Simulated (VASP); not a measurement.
Mo:

```
CELL_PARAMETERS angstrom
-1.58381 1.58381 1.58381
1.58381 -1.58381 1.58381
1.58381 1.58381 -1.58381
ATOMIC_POSITIONS crystal
Mo 0.00000 0.00000 0.00000
```

| Quantity | Value |
| --- | --- |
| Program | VASP 6.6.1 |
| Task | relaxation of cell and atoms |
| Functional | PBEsol |
| Potentials or basis | VASP PAW PBE potentials, release 64 (Mo_sv) |
| Cutoff | 600 eV |
| k mesh | 8 × 8 × 8 |
| Occupations | gaussian, width 0.1 eV |
| Spin | no spin polarisation |

At the start: pressure -8.4 GPa; volume 15.89 Å³/atom.

Problem. Where does the relaxation end?

Solution. Over 3 steps the energy falls by 13.7 meV/atom and the volume is 15.40 Å³/atom (-3.1 %); space group Im-3m (No. 229, to 0.1 Å) before and after.

The path:
```csv
step,energy change (eV),largest force (eV/Å),pressure (GPa),volume (Å³)
1,0.0000,0.0000,-8.38,15.89
2,0.1003,0.0000,29.56,14.05
3,-0.0137,0.0000,-0.34,15.40
```

Final structure:
```yaml
crystal:
  lattice:
    - [-1.56737, 1.56737, 1.56737]
    - [1.56737, -1.56737, 1.56737]
    - [1.56737, 1.56737, -1.56737]
  atoms:
    - { symbol: Mo, position: [0.00000, 0.00000, 0.00000] }
```

Caveat: the PAW data sets were made with another functional, which shifts forces and pressure a little.
